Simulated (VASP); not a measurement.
A run of VASP 6.6.1:

INCAR

```
ALGO = Normal
EDIFF = 1E-7
ENCUT = 520
GGA = PE
ISIF = 2
ISMEAR = 0
LASPH = True
LCHARG = False
LREAL = False
LWAVE = False
NBANDS = 17
NELM = 80
PREC = Accurate
SIGMA = 0.1
```

KPOINTS

```
k-points
0
Gamma
  18 18 10
```

POSCAR

```
Pt
1.0
    2.7104140459      0.0000000000      0.0000000000
   -1.3552070229      2.3472874185      0.0000000000
    0.0000000000      0.0000000000      4.6555238663
Pt
2
Direct
    0.6666666667      0.3333333333      0.7500000000
    0.3333333333      0.6666666667      0.2500000000
```

Potentials or basis: VASP PAW PBE potentials, release 64 (Pt).

Run with:

```console
$ cat potpaw_PBE.64/Pt/POTCAR > POTCAR
$ mpirun -np 1 vasp_std > vasp.out
```

Hardware: 1 thread of Intel(R) Xeon(R) 6975P-C (Granite Rapids) (shared host).

Task: How long does it take, and how much memory?

Result: Wall time 34 s on 1 thread of Intel(R) Xeon(R) 6975P-C (Granite Rapids), with other jobs on the host, peak memory 0.21 GiB. Counts: scf iterations 13, k points 222.
